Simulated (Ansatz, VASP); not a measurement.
## CuO2: VASP beside Ansatz

```
Cu O
1.0
     0.00000    2.41111    2.41111
     2.41111    0.00000    2.41111
     2.41111    2.41111    0.00000
Cu O
1 2
Direct
  0.00000 0.00000 0.00000
  0.25000 0.25000 0.25000
  0.75000 0.75000 0.75000
```

Alike in both runs: task single point; functional PBE; k mesh 14 × 14 × 14; occupations gaussian, width 0.1 eV; no spin polarisation; Hubbard terms Cu d U = 4.0 eV.

|  | VASP | Ansatz |
| --- | --- | --- |
| version | VASP 6.6.1 | Ansatz 0.2.0 |
| potentials or method | VASP PAW PBE potentials, release 64 (Cu, O), cutoff 520 eV | scalar-relativistic, plane waves, PAW |
| valence electrons in the cell | 23 | 31 |

|  | VASP | Ansatz | Ansatz less VASP |
| --- | --- | --- | --- |
| gap on the k mesh at the Fermi level (eV) | none | none | - |
| pressure (GPa) | 0.5 | 4.5 | +4.02 |

The programs project onto different local orbitals, so the same U acts differently, and such runs can settle in different states. A gap of «none» marks a metal or a gap that the smearing closes. VASP's potentials hold 23 valence electrons a cell and Ansatz's 31, so a difference there can come from the potentials and not from the codes. Ansatz's warnings: filled band counts differ across k points.
